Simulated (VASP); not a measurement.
The system is TiB2.

```
Ti B
1.0
     3.08861    0.00000    0.00000
    -1.54431    2.67482    0.00000
     0.00000    0.00000    3.29172
Ti B
1 2
Direct
  0.00000 0.00000 0.00000
  0.66667 0.33333 0.50000
  0.33333 0.66667 0.50000
```

This cell differs from its parent crystal: volume scaled by 1.06.

Base run:

- Program: VASP 6.6.1
- Functional: PBEsol
- Potentials or basis: VASP PAW PBE potentials, release 64 (Ti_sv, B)
- Cutoff: 520 eV
- k mesh: 10 × 10 × 8
- Occupations: fermi-dirac, width 0.05 eV
- Spin: no spin polarisation

Its results: band gap on the k mesh zero (band 9 reaches 9.62 eV, above the bottom of band 10 at 9.10 eV); pressure -17.6 GPa.

Task: After a change of settings the same cell gave: band gap on the k mesh zero (band 9 reaches 9.72 eV, above the bottom of band 10 at 9.20 eV); pressure -12.9 GPa. Which change was it?
A. functional from PBEsol to r2SCAN; cutoff from 520 eV to 550 eV; further incar settings from ALGO = Normal; EDIFF = 1e-07; NBANDS = 16 to ALGO = Normal; EDIFF = 1e-06; NBANDS = 16
B. functional from PBEsol to r2SCAN; further incar settings from ALGO = Normal; EDIFF = 1e-07; NBANDS = 16 to ALGO = Normal; EDIFF = 1e-06; NBANDS = 16
C. functional from PBEsol to PBE

Result: C.

PBE binds less tightly than PBEsol, so the same cell stands under more pressure.

Caveats: the PAW data sets were made with another functional, which shifts forces and pressure a little (some runs).
